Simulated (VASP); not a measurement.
A run of VASP 6.6.1 is set up as follows.

File POSCAR:

```
Ga4As3P
1.0
   -2.7775428796      2.7775428796      5.5539573555
    2.7775428796     -2.7775428796      5.5539573555
    2.7775428796      2.7775428796     -5.5539573555
P Ga As
1 4 3
Direct
    0.0000000000      0.0000000000      0.0000000000
    0.6333247870      0.6333247870      0.5123560537
    0.8790312668      0.3666752130      0.0000000000
    0.1209687332      0.1209687332      0.4876439463
    0.3666752130      0.8790312668      0.0000000000
    0.2500000000      0.7500000000      0.5000000000
    0.5000000000      0.5000000000      0.0000000000
    0.7500000000      0.2500000000      0.5000000000
```

The input INCAR.step1:

```
SYSTEM = Ga4As3P
  PREC = Accurate
  ENCUT = 520
  ISMEAR = 0
  SIGMA = 0.01
  LREAL = .FALSE.
  LASPH = .TRUE.
  NELM = 60
  NBANDS = 46
  GGA = PE
  ALGO = Normal
  EDIFF = 1E-4
  LWAVE = .TRUE.
  LCHARG = .FALSE.
```

File INCAR.step2:

```
SYSTEM = Ga4As3P
  PREC = Accurate
  ENCUT = 520
  EDIFF = 1E-7
  ISMEAR = 0
  SIGMA = 0.01
  LREAL = .FALSE.
  LASPH = .TRUE.
  NELM = 60
  ALGO = Normal
  ISIF = 2
  LWAVE = .FALSE.
  LCHARG = .TRUE.
  METAGGA = R2SCAN
  LMIXTAU = .TRUE.
  LELF = .TRUE.
  LVHAR = .TRUE.
  NBANDS = 46
  ISTART = 1
```

File KPOINTS:

```
Automatic mesh
0
G
  6 6 6
  0 0 0
```

Potentials or basis: VASP PAW PBE potentials, release 64 (P, Ga_d, As).

Command:

```console
$ cat potpaw_PBE.64/P/POTCAR potpaw_PBE.64/Ga_d/POTCAR potpaw_PBE.64/As/POTCAR > POTCAR
$ cp INCAR.step1 INCAR
$ mpirun -np 1 vasp_std > vasp.out
$ cp INCAR.step2 INCAR
$ mpirun -np 1 vasp_std > vasp.out
```

Q: Predict the pressure.

A: 2.6 GPa.

Q: Estimate the band gap on the k mesh.

A: 1.52 eV.

Forces in eV/Å, atoms in the order of the input:
```
P    0.000  0.000  0.000
Ga   0.007  0.007  0.008
Ga  -0.007  0.007 -0.008
Ga  -0.007 -0.007  0.008
Ga   0.007 -0.007 -0.008
As   0.000  0.000  0.000
As   0.000  0.000  0.000
As   0.000  0.000  0.000
```

Caveat: the PAW data sets were made with another functional, which shifts forces and pressure a little. A k mesh can miss the band edges.
